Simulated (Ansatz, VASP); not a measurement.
## One calculation of H, two programs

```xyz
2
Lattice="12.0000 0.0000 0.0000 0.0000 12.5000 0.0000 0.0000 0.0000 13.0000" Properties=species:S:1:pos:R:3 pbc="T T T"
H     5.4000    5.8750    6.1273
H     5.4000    5.8750    6.8727
```

Alike in both runs: functional PBE0; k mesh 1 × 1 × 1; no spin polarisation.

Ansatz relaxed the structure, and its values are those at the end. VASP's run is a single point on that final structure, the one shown.

|  | VASP | Ansatz |
| --- | --- | --- |
| version | VASP 6.6.1 | Ansatz 0.2.0 |
| potentials or method | VASP PAW PBE potentials, release 64 (H), cutoff 520 eV | plane-wave PAW DFT |
| occupations | gaussian, width 0.01 eV | fixed |
| valence electrons in the cell | 2 | 2 |

```csv
,VASP,Ansatz,Ansatz less VASP
gap on the k mesh at the Fermi level (eV),11.88,11.92,+0.048
rms of the force components (eV/Å),0.014,0.003,-0.0116
```
